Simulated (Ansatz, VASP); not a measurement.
## One calculation of HfN, two programs

File INCAR:

```
SYSTEM = HfN
ALGO = Normal ; EDIFF = 1E-6
ENCUT = 600 ; GGA = PS
GGA_COMPAT = .False. ; ISIF = 2
ISMEAR = 0 ; LASPH = .True.
LCHARG = .False. ; LREAL = .False.
LWAVE = .False. ; NBANDS = 14
NELM = 120 ; PREC = Accurate
SIGMA = 0.15
```

The input KPOINTS:

```
k-points
0
Gamma
  22 22 22
  0 0 0
```

The input POSCAR:

```
HfN
1.0
    0.0000000000      2.3070451518      2.3633145458
    2.3070451518      0.0000000000      2.3633145458
    2.3070451518      2.3070451518      0.0000000000
Hf N
1 1
Direct
    0.0000000000      0.0000000000      0.0000000000
    0.5000000000      0.5000000000      0.5000000000
```

Input for Ansatz:

```yaml
crystal:
  lattice:
    - [0.0, 2.3070451518, 2.3633145458]
    - [2.3070451518, 0.0, 2.3633145458]
    - [2.3070451518, 2.3070451518, 0.0]
  atoms:
    - { symbol: Hf, position: [0.0, 0.0, 0.0] }
    - { symbol: "N", position: [0.5, 0.5, 0.5] }
basis:
  ecutwfc: 420
kpoints:
  mp_grid: { grid: [22, 22, 22] }
hamiltonian:
  xc: pbesol
scf:
  occupations: { method: gaussian, width: 0.15 }
output:
  forces: true
  stress: true
  eigenvalues: true
```

Change from the starting cell: strain +0.025 along x and y, +0.050 along z, atoms carried along.

Alike in both runs: task single point; functional PBEsol; k mesh 22 × 22 × 22; occupations gaussian, width 0.15 eV; no spin polarisation.

|  | VASP | Ansatz |
| --- | --- | --- |
| version | VASP 6.6.1 | Ansatz 0.2.0 |
| potentials or method | VASP PAW PBE potentials, release 64 (Hf_pv, N), cutoff 600 eV | scalar-relativistic, plane waves, PAW |
| valence electrons in the cell | 15 | 31 |

```csv
,VASP,Ansatz,Ansatz less VASP
gap on the k mesh at the Fermi level (eV),none,none,-
pressure (GPa),-24.4,-22.3,+2.04
"traceless stress, the component that is largest in VASP (GPa)",-4.69,-4.78,-0.099
```

VASP's potentials were made for PBE, not for PBEsol. A gap of «none» marks a metal or a gap that the smearing closes. VASP's potentials hold 15 valence electrons a cell and Ansatz's 31, so a difference there can come from the potentials and not from the codes.

Neither program's run includes spin-orbit coupling.
